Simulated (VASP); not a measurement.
Wanted: the native input for a VASP 6.6.1 run.

- Task: single point
- Functional: PBE
- Potentials or basis: VASP PAW PBE potentials, release 64 (Mg, Ti_sv, O)
- Cutoff: 520 eV
- k mesh: 12 × 12 × 2
- Occupations: gaussian, width 0.2 eV
- Spin: no spin polarisation
- Dipole correction: no
- Further INCAR settings: ALGO = Normal; EDIFF = 1e-06; NBANDS = 32

The structure of Mg2Ti2O3 lies in POSCAR:

```
Mg2Ti2O3
1.0
    2.9531318782      0.0001276272     -0.0020384097
   -1.4764506063      2.5561791965      0.0012170886
   -0.0069310794      0.0008167496     10.1586199165
Mg Ti O
2 2 3
Direct
    0.3332915138      0.6668303490      0.1286922271
    0.6670175898      0.3333390781      0.8712957119
    0.6663644667      0.3333998627      0.3920625159
    0.3331503258      0.6662154355      0.6079442500
   -0.0006641673      0.0000643979      0.2560601099
    1.0001399829     -0.0004380997      0.7439438069
    0.0007002882      0.0005889766      0.0000013782
```

The input as run:

INCAR

```
PREC = Accurate
ENCUT = 520
EDIFF = 1E-6
ISMEAR = 0
SIGMA = 0.2
LREAL = F
LASPH = T
NELM = 100
ALGO = Normal
ISIF = 2
LWAVE = F
LCHARG = T
GGA = PE
LELF = T
LVHAR = T
NBANDS = 32
```

KPOINTS

```
regular mesh
0
Gamma
  12 12 2
```

Potentials or basis: VASP PAW PBE potentials, release 64 (Mg, Ti_sv, O).

Launch:

```bash
$ cat potpaw_PBE.64/Mg/POTCAR potpaw_PBE.64/Ti_sv/POTCAR potpaw_PBE.64/O/POTCAR > POTCAR
$ mpirun -np 1 vasp_std > vasp.out
```

Results of the run:

| Quantity | Value |
| --- | --- |
| Pressure | -0.3 GPa |
| Largest force | 0.065 eV/Å |
| Band gap on the k mesh | zero (bands 23 and 24 overlap by 0.66 eV) |

Wall time 2.5 min on 1 thread of Intel(R) Xeon(R) 6975P-C (Granite Rapids), with other jobs on the host, peak memory 0.45 GiB.
